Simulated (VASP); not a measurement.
Set up this calculation in VASP 6.6.1, as the native input.

- Task: single point
- Functional: PBE
- Potentials or basis: VASP PAW PBE potentials, release 64 (Hf_pv, C)
- Cutoff: 520 eV
- k mesh: 11 × 11 × 11
- Occupations: gaussian, width 0.1 eV
- Spin: no spin polarisation
- Dipole correction: no
- Further INCAR settings: ALGO = Normal; EDIFF = 1e-06; NBANDS = 14

The structure of HfC lies in POSCAR:

```
HfC
1.0
    0.0000000000      2.3250000000      2.3250000000
    2.3250000000      0.0000000000      2.3250000000
    2.3250000000      2.3250000000      0.0000000000
Hf C
1 1
Direct
    0.4784946237      0.5215053763      0.5215053763
    0.0000000000      0.0000000000      0.0000000000
```

One way to write it, as run:

INCAR

```
PREC = Accurate
ENCUT = 520
EDIFF = 1E-6
ISMEAR = 0
SIGMA = 0.1
LREAL = F
LASPH = T
NELM = 100
ALGO = Normal
ISIF = 2
LWAVE = F
LCHARG = F
GGA = PE
NBANDS = 14
```

KPOINTS

```
regular mesh
0
Gamma
  11 11 11
```

Potentials or basis: VASP PAW PBE potentials, release 64 (Hf_pv, C).

Run with:

```console
$ cat potpaw_PBE.64/Hf_pv/POTCAR potpaw_PBE.64/C/POTCAR > POTCAR
$ mpirun -np 1 vasp_std > vasp.out
```

Results of the run:

```json
{
 "Pressure": "0.5 GPa",
 "Largest force": "0.729 eV/Å",
 "Band gap on the k mesh": "zero (band 7 reaches 6.72 eV, above the bottom of band 8 at 5.50 eV)"
}
```

Caveat: spin-orbit coupling is left out, which moves the levels of the heavy elements.

Wall time 12 s on 1 thread of Intel(R) Xeon(R) 6975P-C (Granite Rapids), on a shared host, peak memory 0.16 GiB.
